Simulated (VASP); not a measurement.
A run of VASP 6.6.1 is set up as follows.

Contents of INCAR:

```
SYSTEM = C
ALGO = Normal
EDIFF = 1E-6
ENCUT = 520
GGA = CA
ISIF = 2
ISMEAR = 0
LASPH = .True.
LCHARG = .False.
LREAL = .False.
LWAVE = .False.
NBANDS = 31
NELM = 100
PREC = Accurate
SIGMA = 0.05
```

Contents of KPOINTS:

```
k-points
0
Gamma
  10 10 3
  0 0 0
```

The input POSCAR:

```
C
1.0
   -2.4912907516      0.0000000000      0.0000000000
   -1.2456453758     -2.1575210791      0.0000000000
    0.0001245645      0.0000719174     10.2538776052
C
10
Direct
   -0.2665375281     -0.2665375281      0.8741556576
    0.7334575081      0.7334575081      0.7252443424
    0.0667708596      0.0667708596      0.1257869493
    0.7334491204      0.7334491204      0.4736130507
    0.0667758266      0.0667758266      0.2747969895
    0.7334441534      0.7334441534      0.3246030105
    0.0667974765      0.0667974765      0.9242937306
    0.4001225035      0.4001225035      0.6751062694
    0.4001025222      0.4001025222      0.0756656066
    0.4001174578      0.4001174578      0.5237343934
```

Potentials or basis: VASP PAW LDA potentials, release 64 (C).

The run is started by

```bash
$ cat potpaw_LDA.64/C/POTCAR > POTCAR
$ mpirun -np 1 vasp_std > vasp.out
```

Task: Predict the pressure.

Result: 6.1 GPa.

Task: Estimate the band gap on the k mesh.

Result: Zero (band 20 reaches 10.83 eV, above the bottom of band 21 at 10.38 eV).

Task: Estimate the largest force.

Result: 4.141 eV/Å.

Forces on the atoms (eV/Å):
```
C    0.000  0.000  0.489
C    0.000  0.000 -0.487
C    0.000  0.000  0.386
C    0.000  0.000  0.123
C    0.000  0.000  0.726
C    0.000  0.000 -0.185
C   -0.002 -0.001 -4.141
C    0.000  0.000  0.069
C    0.001  0.000  3.151
C    0.000  0.000 -0.130
```

Caveat: forces of over 1 eV/Å act on the atoms, so gaps and moduli don't describe the material at rest.
